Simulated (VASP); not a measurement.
# Co (P6_3/mmc) in VASP: notebook

Runs on Co. Level: PBE. Tasks: single point.

Program: VASP 6.6.1. These are calculated values, not measurements. Logs are shortened: lines on timing, memory, paths and dates and some standing lists are left out, and cuts for length are marked.

### Step 1. The cell of the first run

Symmetry: P6_3/mmc, No. 194, hexagonal system. Conventional cell: a = 2.494 Å, b = 2.494 Å, c = 4.028 Å, α = 90.00°, β = 90.00°, γ = 120.00°. Within 3.3 Å of Co (site symmetry -6m2) lie 12 Co at 2.48 to 2.49 Å.

### Step 2. Single point, PBE, collinear spin, ferromagnetic start

File INCAR:

```
ALGO = Normal ; EDIFF = 1E-6
ENCUT = 520 ; GGA = PE
ISIF = 2 ; ISMEAR = 1
ISPIN = 2 ; LASPH = T
LCHARG = F ; LMAXMIX = 4
LORBIT = 11 ; LREAL = F
LWAVE = F ; MAGMOM = 1.69 1.69
NBANDS = 20 ; NELM = 150
PREC = Accurate ; SIGMA = 1.0
```

File KPOINTS:

```
k-points
0
Gamma
  14 14 8
```

File POSCAR:

```
Co
1.0
    2.4935221926      0.0000000000      0.0000000000
   -1.2467610963      2.1594535637      0.0000000000
    0.0000000000      0.0000000000      4.0277844638
Co
2
Direct
    0.3333333333      0.6666666667      0.2500000000
    0.6666666667      0.3333333333      0.7500000000
```

Potentials or basis: VASP PAW PBE potentials, release 64 (Co).

Started as:

```bash
$ cat potpaw_PBE.64/Co/POTCAR > POTCAR
$ mpirun -np 1 vasp_std > vasp.out
```

OUTCAR:

```text
EDIFF = 1E-6
   ENCUT = 520
   GGA = PE
   ISIF = 2
   ISMEAR = 1
   ISPIN = 2
   LASPH = T
   LORBIT = 11
   LREAL = F
   NELM = 150
   PREC = Accurate

 ion  position               nearest neighbor table
   1  0.333  0.667  0.250-   2 2.48   2 2.48   2 2.48   2 2.48   2 2.48   2 2.48
   2  0.667  0.333  0.750-   1 2.48   1 2.48   1 2.48   1 2.48   1 2.48   1 2.48

  LATTYP: Found a hexagonal cell.
 ALAT       =     2.4935221926
 C/A-ratio  =     1.6152992244

  Lattice vectors:

 A1 = (   2.4935221926,   0.0000000000,   0.0000000000)
 A2 = (  -1.2467610963,   2.1594535637,   0.0000000000)
 A3 = (   0.0000000000,   0.0000000000,   4.0277844638)

Analysis of symmetry for initial positions (statically):
=====================================================================
 Subroutine PRICEL returns:
 Original cell was already a primitive cell.

 Routine SETGRP: Setting up the symmetry group for a
 hexagonal supercell.

 Subroutine GETGRP returns: Found 24 space group operations
 (whereof 12 operations were pure point group operations)
 out of a pool of 24 trial point group operations.

The static configuration has the point symmetry D_3d.
 The point group associated with its full space group is D_6h.

Analysis of symmetry for dynamics (positions and initial velocities):
=====================================================================
 Subroutine PRICEL returns:
 Original cell was already a primitive cell.

 Routine SETGRP: Setting up the symmetry group for a
 hexagonal supercell.

 Subroutine GETGRP returns: Found 24 space group operations
 (whereof 12 operations were pure point group operations)
 out of a pool of 24 trial point group operations.

The dynamic configuration has the point symmetry D_3d.
 The point group associated with its full space group is D_6h.

Analysis of structural, dynamic, and magnetic symmetry:
=====================================================================
 Subroutine PRICEL returns:
 Original cell was already a primitive cell.

 Routine SETGRP: Setting up the symmetry group for a
 hexagonal supercell.

 Subroutine GETGRP returns: Found 24 space group operations
 (whereof 12 operations were pure point group operations)
 out of a pool of 24 trial point group operations.

[... 111 lines left out ...]
   PSTRESS=    0.0 pullay stress
   NELECT =      18.0000    total number of electrons
   NUPDOWN=      -1.0000    fix difference up-down
   EMIN   =  10.00;   EMAX   =-10.00  energy-range for DOS
   EFERMI =   0.00;   METHOD = LEGACY
   ISMEAR =     1;   SIGMA  =   1.00  broadening in eV -4-tet -1-fermi 0-gaus
   EFERMI_NEDOS =   21; number of points for ismear=-14 and -15
   IALGO  =     38    algorithm
   IMIX   =      4    mixing-type and parameters
     AMIX     =   0.40;   BMIX     =  1.00
     AMIX_MAG =   1.60;   BMIX_MAG =  1.00
  volume/ion in A,a.u.               =      10.84        73.18
  Fermi-wavevector in a.u.,A,eV,Ry     =   1.538478  2.907301 32.203818  2.366914
  Thomas-Fermi vector in A             =   2.644841
   LORBIT       =     11    0 simple, 1 ext, 2 COOP (PROOUT), +10 PAW based schemes
   GGA     = PE    functional components
   LHFCALC =     F    Hartree Fock is set to
   AEXX    =    0.0000 exact exchange contribution
   IVDW    =     0    specifies the selected vdW correction
   LEPSILON=     F    determine dielectric tensor
   LRPA    =     F    only Hartree local field effects (RPA)
 spin polarized calculation
 Methfessel and Paxton  Order N= 1 SIGMA  =   1.00
  energy-cutoff  :      520.00
  volume of cell :       21.69
 maximum number of plane-waves:       597
 NGX is ok and might be reduce to    20
   NGX =  9   NGY =  9   NGZ = 15

 number of electron      17.9999996 magnetization       3.2412719

 Free energy of the ion-electron system (eV)
  ---------------------------------------------------
  ext. energy  EPLUGINS =         0.00000000
  ---------------------------------------------------
  free energy    TOTEN  =       -13.96418628 eV

  energy without entropy =      -14.11323671  energy(sigma->0) =      -14.01386976

 E-fermi :  10.2806     XC(G=0): -13.4066

 val. band max:       10.2782571527   @ k =   0.2857   0.1429   0.1250
 cond. band min:      10.2883267716   @ k =   0.4286  -0.0000   0.2500
 fundamental gap:      0.0100696189
 Fermi energy:        10.2805962567

 spin component 1

 k-point     1 :       0.0000    0.0000    0.0000
  band No.  band energies     occupation
      1       1.3476      1.00000
      2       5.1373      1.00000
      3       7.6647      1.00068
      4       7.6652      1.00068
      5       7.6652      1.00068
      6       7.9782      1.00267
[... 541 lines left out ...]
     19      27.0768     -0.00000
     20      42.8764      0.00000

 [... further k-points ...]

 spin component 2

 k-point     1 :       0.0000    0.0000    0.0000
  band No.  band energies     occupation
      1       1.3518      1.00000
      2       6.0751      1.00000
      3       9.2820      1.02498
      4       9.3081      1.02203
      5       9.3081      1.02203
      6       9.6748      0.92259
[... 541 lines left out ...]
     19      27.4656     -0.00000
     20      43.0698      0.00000

 [... further k-points ...]
[... 5 lines left out ...]
  --------------------------------------------------------------------------------------
  -------------------------------------------------------------------------------------
  Total       -0.1913854     -0.1913854      0.0833399      0.0000000     -0.0000000      0.0000000
  in kB      -14.1382637    -14.1382637      6.1565869      0.0000000     -0.0000000      0.0000000
  external PRESSURE =      -7.3733135 kB  Pullay stress =       0.0000000 kB

 VOLUME and BASIS-vectors are now :
 -----------------------------------------------------------------------------
  energy-cutoff  :      520.00
  volume of cell :       21.69
      direct lattice vectors                 reciprocal lattice vectors
     2.493522193  0.000000000  0.000000000     0.401039142  0.231540056  0.000000000
    -1.246761096  2.159453564  0.000000000     0.000000000  0.463080113  0.000000000
     0.000000000  0.000000000  4.027784464     0.000000000  0.000000000  0.248275450

 POSITION                                       TOTAL-FORCE (eV/Angst)
 -----------------------------------------------------------------------------------
     -0.00000      1.43964      1.00695         0.000000     -0.000000      0.000000
      1.24676      0.71982      3.02084         0.000000      0.000000      0.000000
 -----------------------------------------------------------------------------------
    total drift:                               -0.000000      0.000000     -0.000000

  FREE ENERGIE OF THE ION-ELECTRON SYSTEM (eV)
  ---------------------------------------------------
  free  energy   TOTEN  =       -13.9641862836 eV

  energy  without entropy=      -14.1132367134  energy(sigma->0) =      -14.01386976

 total charge

# of ion       s       p       d       tot
------------------------------------------
    1        0.489   0.521   7.264   8.274
    2        0.489   0.521   7.264   8.274
--------------------------------------------------
tot          0.977   1.042  14.528  16.547

 magnetization (x)

# of ion       s       p       d       tot
------------------------------------------
    1       -0.014  -0.052   1.705   1.639
    2       -0.014  -0.052   1.705   1.639
--------------------------------------------------
tot         -0.028  -0.103   3.410   3.278
```

Run time: 1.8 min. Hardware: 1 thread of Intel Xeon Platinum 8259CL at 2.50GHz (Skylake/Cascade Lake), shared host; peak memory 0.19 GiB.

What came out:

- Free energy: -13.9642 eV
- Pressure: -0.7 GPa
- Net moment: 3.24 μB per cell
- Site moments: Co +1.64 μB
- Valence electrons inside the program's atomic spheres: Co 8.27

Stress tensor (GPa, compression positive):
```
-1.41  0.00  0.00
 0.00 -1.41  0.00
 0.00  0.00  0.62
```

### Step 3. Single point, PBE, collinear spin, ferromagnetic start

File INCAR:

```
SYSTEM = Co
  PREC = Accurate
  ENCUT = 520
  EDIFF = 1E-6
  ISMEAR = -1
  SIGMA = 0.05
  LREAL = .FALSE.
  LASPH = .TRUE.
  NELM = 150
  ALGO = Normal
  ISIF = 2
  LWAVE = .FALSE.
  LCHARG = .FALSE.
  ISPIN = 2
  MAGMOM = 1.69 1.69
  LORBIT = 11
  LMAXMIX = 4
  GGA = PE
  NBANDS = 20
```

File KPOINTS:

```
regular mesh
0
G
  15 15 8
  0 0 0
```

POSCAR is that of step 2.

Potentials or basis: VASP PAW PBE potentials, release 64 (Co).

Started as:

```bash
$ cat potpaw_PBE.64/Co/POTCAR > POTCAR
$ mpirun -np 1 vasp_std > vasp.out
```

Run time: 96 s. Hardware: 1 thread of Intel Xeon Platinum 8259CL at 2.50GHz (Skylake/Cascade Lake), shared host; peak memory 0.2 GiB.

It converged, with:

| Item | Value |
| --- | --- |
| Free energy | -14.0801 eV |
| Pressure | -0.2 GPa |
| Net moment | 3.24 μB per cell |
| Site moments | Co +1.64 μB |
| Valence electrons inside the program's atomic spheres | Co 8.27 |

Stress tensor (GPa, compression positive):
```
-0.23  0.00  0.00
 0.00 -0.23  0.00
 0.00  0.00 -0.04
```

Levels at points of the mesh, in eV from the Fermi level:
Spin up:
```csv
k point,band 9,band 10,band 11,band 12,band 13,band 14
"(0.00, 0.00, 0.00)",-1.93,-0.83,-0.83,-0.05,6.38,21.98
"(0.00, 0.00, 0.50)",-1.14,-1.14,-1.14,-1.14,15.07,15.07
```
Spin down:
```csv
k point,band 4,band 5,band 6,band 7,band 8,band 9,band 10,band 11
"(0.00, 0.00, 0.00)",-0.94,-0.94,-0.57,-0.57,-0.15,-0.15,-0.11,1.07
"(0.00, 0.00, 0.50)",-1.51,-1.00,-1.00,-1.00,-1.00,0.73,0.73,0.73
```

### Step 4. Single point, PBE, collinear spin, ferromagnetic start (volume scaled by 1.04)

File INCAR:

```
SYSTEM = Co
ALGO = Normal ; EDIFF = 1E-6
ENCUT = 520 ; GGA = PE
ISIF = 2 ; ISMEAR = -1
ISPIN = 2 ; LASPH = .True.
LCHARG = .False. ; LMAXMIX = 4
LORBIT = 11 ; LREAL = .False.
LWAVE = .False. ; MAGMOM = 1.69 1.69
NBANDS = 20 ; NELM = 150
PREC = Accurate ; SIGMA = 0.05
```

File KPOINTS:

```
k-points
0
Gamma
  24 24 13
  0 0 0
```

File POSCAR:

```
Co
1.0
    2.5263354025      0.0000000000      0.0000000000
   -1.2631677012      2.1878706371      0.0000000000
    0.0000000000      0.0000000000      4.0807879925
Co
2
Direct
    0.3333333333      0.6666666667      0.2500000000
    0.6666666667      0.3333333333      0.7500000000
```

Started as:

```bash
$ cat potpaw_PBE.64/Co/POTCAR > POTCAR
$ mpirun -np 1 vasp_std > vasp.out
```

Wall time 2.1 min (1 thread of Intel Xeon 6975P-C (Granite Rapids), shared host); peak memory 0.35 GiB.

The run converged. Its results:

```
Free energy                                           : -14.0550 eV
Pressure                                              : -7.9 GPa
Net moment                                            : 3.26 μB per cell
Site moments                                          : Co +1.66 μB
Valence electrons inside the program's atomic spheres : Co 8.20
```

Stress tensor (GPa, compression positive):
```
-7.99  0.00  0.00
 0.00 -7.99  0.00
 0.00  0.00 -7.78
```

Levels at points of the mesh, in eV from the Fermi level:
Spin up:
```
           k point  band 9  band 10  band 11  band 12  band 13  band 14
(0.00, 0.00, 0.00)   -1.93    -0.89    -0.89    -0.03     6.03    21.64
(0.50, 0.00, 0.00)   -0.68    -0.63     1.20     3.12     9.40    10.00
```
Spin down:
```
           k point  band 5  band 6  band 7  band 8  band 9  band 10
(0.00, 0.00, 0.00)   -0.88   -0.53   -0.53   -0.14   -0.14    -0.11
(0.50, 0.00, 0.00)   -1.03   -0.95   -0.56    1.13    1.26     1.29
```

### Step 5. Single point, PBE, collinear spin, ferromagnetic start (volume scaled by 1.04)

File INCAR:

```
  ALGO = Normal
  EDIFF = 1E-6
  ENCUT = 520
  GGA = PE
  ISIF = 2
  ISMEAR = -1
  ISPIN = 2
  LASPH = T
  LCHARG = T
  LELF = T
  LMAXMIX = 4
  LORBIT = 11
  LREAL = F
  LVHAR = T
  LWAVE = F
  MAGMOM = -1.69 -1.69
  NBANDS = 20
  NELM = 150
  PREC = Accurate
  SIGMA = 0.05
```

File KPOINTS:

```
k-points
0
Gamma
  24 24 13
```

File POSCAR:

```
Co
1.0
    2.5263357836      0.0000000000      0.0000000000
   -1.2631678918      2.1878709671      0.0000000000
    0.0000000000      0.0000000000      4.0807890157
Co
2
Direct
    0.3333333333      0.6666666667      0.2500000000
    0.6666666667      0.3333333333      0.7500000000
```

Started as:

```bash
$ cat potpaw_PBE.64/Co/POTCAR > POTCAR
$ mpirun -np 1 vasp_std > vasp.out
```

Run time: 2.2 min. Hardware: 1 thread of Intel Xeon 6975P-C (Granite Rapids), shared host; peak memory 0.35 GiB.

The run converged. Its results:

* Free energy: -14.0550 eV
* Pressure: -7.9 GPa
* Net moment: -3.26 μB per cell
* Site moments: Co -1.66 μB
* Valence electrons inside the program's atomic spheres: Co 8.20

Stress tensor (GPa, compression positive):
```
-7.99  0.00  0.00
 0.00 -7.99  0.00
 0.00  0.00 -7.78
```

Levels at points of the mesh, in eV from the Fermi level:
Spin up:
```
           k point  band 3  band 4  band 5  band 6  band 7  band 8  band 9  band 10  band 11  band 12
(0.00, 0.00, 0.00)   -0.90   -0.88   -0.88   -0.53   -0.53   -0.14   -0.14    -0.11     1.02     1.02
(0.50, 0.00, 0.00)   -3.04   -1.77   -1.03   -0.95   -0.56    1.13    1.26     1.29     2.43     4.10
```
Spin down:
```tsv
k point	band 7	band 8	band 9	band 10	band 11	band 12	band 13	band 14	band 15	band 16
(0.00, 0.00, 0.00)	-2.25	-1.93	-1.93	-0.89	-0.89	-0.03	6.03	21.64	23.81	23.81
(0.50, 0.00, 0.00)	-2.15	-0.77	-0.68	-0.63	1.20	3.12	9.40	10.00	12.39	13.47
```

### Step 6. Summary

```tsv
cell	k mesh	smearing	gap on the mesh (eV)	pressure (GPa)	moment (μB)
a = 2.494, b = 2.494, c = 4.028 Å, angles 90.0, 90.0, 120.0°, 2 atoms	14 × 14 × 8	methfessel-paxton 1 eV	none	-0.7	3.24
a = 2.494, b = 2.494, c = 4.028 Å, angles 90.0, 90.0, 120.0°, 2 atoms	15 × 15 × 8	fermi-dirac 0.05 eV	none	-0.2	3.24
a = 2.526, b = 2.526, c = 4.081 Å, angles 90.0, 90.0, 120.0°, 2 atoms	24 × 24 × 13	fermi-dirac 0.05 eV	none	-7.9	3.26
```

Alike in all rows: task single point; level PBE; potentials or basis VASP PAW PBE potentials, release 64 (Co); spin collinear, ferromagnetic start; cutoff (eV) 520.

Total energies depend on the potentials used, so only differences within one code and one set of settings carry meaning.
